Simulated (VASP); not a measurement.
The system is AlSn.

```xyz
6
Lattice="9.1350 0.0000 0.0000 -4.5675 7.9111 0.0000 0.0000 0.0000 3.0675" Properties=species:S:1:pos:R:3 pbc="T T T"
Al    0.0000    0.0000    0.0000
Al    0.0000    5.2741    0.0000
Al    4.5675    2.6370    0.0000
Sn    4.5675    0.0000    0.0000
Sn   -2.2837    3.9556    0.0000
Sn    2.2837    3.9556    0.0000
```

The cell was built from a structure type or drawn by symmetry, and may not be a known phase.

| Item | Value |
| --- | --- |
| Program | VASP 6.6.1 |
| Task | relaxation of cell and atoms |
| Functional | PBE |
| Potentials or basis | VASP PAW PBE potentials, release 64 (Al, Sn_d) |
| Cutoff | 600 eV |
| k mesh | 6 × 6 × 12 |
| Occupations | gaussian, width 0.1 eV |
| Spin | no spin polarisation |

At the start: pressure -0.2 GPa; volume 36.95 Å³/atom.

**Question.** How do energy, volume and symmetry change on relaxing?

**Answer.** Over 6 steps the energy falls by 13.3 meV/atom and the volume is 36.86 Å³/atom (-0.2 %); space group P6/mmm (No. 191, to 0.1 Å) before and after.

The path:
```csv
step,energy change (eV),largest force (eV/Å),pressure (GPa),volume (Å³)
1,0.0000,0.0000,-0.18,221.68
2,-0.0682,0.0000,0.05,220.25
3,-0.0764,0.0000,0.30,219.10
4,-0.0784,0.0000,0.20,219.50
5,-0.0784,0.0000,0.22,219.45
6,-0.0797,0.0000,0.01,221.18
```

Final structure:
```
Al Sn
1.0
     9.29604    0.00000    0.00000
    -4.64802    8.05061    0.00000
     0.00000    0.00000    2.95544
Al Sn
3 3
Direct
  0.00000 0.00000 0.00000
  0.33333 0.66667 0.00000
  0.66667 0.33333 0.00000
  0.50000 0.00000 0.00000
  0.00000 0.50000 0.00000
  0.50000 0.50000 0.00000
```
